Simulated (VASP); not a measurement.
Write the native input for VASP 6.6.1 that does the following.

| Quantity | Value |
| --- | --- |
| Task | single point |
| Functional | PBEsol |
| Potentials or basis | VASP PAW PBE potentials, release 64 (Mg) |
| Cutoff | 600 eV |
| k mesh | 6 × 6 × 6 |
| Occupations | gaussian, width 0.1 eV |
| Spin | no spin polarisation |
| Dipole correction | no |
| Further INCAR settings | ALGO = Normal; EDIFF = 1e-06; NBANDS = 7 |

The structure of Mg lies in POSCAR:

```
Mg
1.0
    0.0000000000      2.4330455150      2.4330455150
    2.4330455150      0.0000000000      2.4330455150
    2.4330455150      2.4330455150      0.0000000000
Mg
1
Direct
    0.0000000000      0.0000000000      0.0000000000
```

This cell differs from its parent crystal: Hg replaced by Mg, lengths x 1.041, strained.

The input as run:

INCAR

```
SYSTEM = Mg
PREC = Accurate ; ENCUT = 600
EDIFF = 1E-6 ; ISMEAR = 0
SIGMA = 0.1 ; LREAL = .FALSE.
LASPH = .TRUE. ; NELM = 120
ALGO = Normal ; ISIF = 2
LWAVE = .FALSE. ; LCHARG = .FALSE.
GGA = PS ; NBANDS = 7
GGA_COMPAT = .FALSE.
```

KPOINTS

```
Automatic mesh
0
G
  6 6 6
  0 0 0
```

Potentials or basis: VASP PAW PBE potentials, release 64 (Mg).

Launch:

```console
$ cat potpaw_PBE.64/Mg/POTCAR > POTCAR
$ mpirun -np 1 vasp_std > vasp.out
```

It gave:

```
Pressure               : -5.6 GPa
Band gap on the k mesh : zero (band 1 reaches 2.04 eV, above the bottom of band 2 at 0.21 eV)
```

Caveat: the k points lie up to 0.37 Å⁻¹ apart; the cell differs from its parent crystal (Hg replaced by Mg, lengths x 1.041, strained); the PAW data sets were made with another functional, which shifts forces and pressure a little.

Wall time 2.4 s on 1 thread of Intel(R) Xeon(R) 6975P-C (Granite Rapids), on a shared host, peak memory 0.15 GiB.
